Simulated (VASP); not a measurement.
Write the native input for VASP 6.6.1 that does the following.

* Task: single point
* Functional: r2SCAN
* Potentials or basis: VASP PAW PBE potentials, release 64 (Rh_pv)
* Cutoff: 550 eV
* k mesh: 8 × 8 × 8
* Occupations: gaussian, width 0.1 eV
* Spin: no spin polarisation
* Dipole correction: no
* Further INCAR settings: ALGO = Normal; EDIFF = 1e-06; NBANDS = 14

Crystal: Rh.

```
Rh
1.0
     0.00000   -1.90155   -1.90155
     1.90155    0.00000   -1.90155
     1.90155   -1.90155    0.00000
Rh
1
Direct
  0.00000 0.00000 0.00000
```

The input as run:

POSCAR

```
Rh
1.0
    0.0000000000     -1.9015500000     -1.9015500000
    1.9015500000      0.0000000000     -1.9015500000
    1.9015500000     -1.9015500000      0.0000000000
Rh
1
Direct
    0.0000000000      0.0000000000      0.0000000000
```

INCAR.step1

```
SYSTEM = Rh
PREC = Accurate
ENCUT = 550
ISMEAR = 0
SIGMA = 0.1
LREAL = .False.
LASPH = .True.
NELM = 120
NBANDS = 14
GGA = PE
ALGO = Normal
EDIFF = 1E-5
LWAVE = .True.
LCHARG = .False.
GGA_COMPAT = .False.
```

INCAR.step2

```
SYSTEM = Rh
PREC = Accurate
ENCUT = 550
EDIFF = 1E-6
ISMEAR = 0
SIGMA = 0.1
LREAL = .False.
LASPH = .True.
NELM = 120
ALGO = Normal
ISIF = 2
LWAVE = .False.
LCHARG = .False.
METAGGA = R2SCAN
LMIXTAU = .True.
NBANDS = 14
ISTART = 1
GGA_COMPAT = .False.
```

KPOINTS

```
regular mesh
0
Gamma
  8 8 8
  0 0 0
```

Potentials or basis: VASP PAW PBE potentials, release 64 (Rh_pv).

Run with:

```console
$ cat potpaw_PBE.64/Rh_pv/POTCAR > POTCAR
$ cp INCAR.step1 INCAR
$ mpirun -np 1 vasp_std > vasp.out
$ cp INCAR.step2 INCAR
$ mpirun -np 1 vasp_std > vasp.out
```

It gave:

```
Pressure : 1.2 GPa
```

Caveat: the PAW data sets were made with another functional, which shifts forces and pressure a little.

Wall time 44 s on 1 thread of Intel Xeon 8259CL (shared host), peak memory 0.15 GiB.
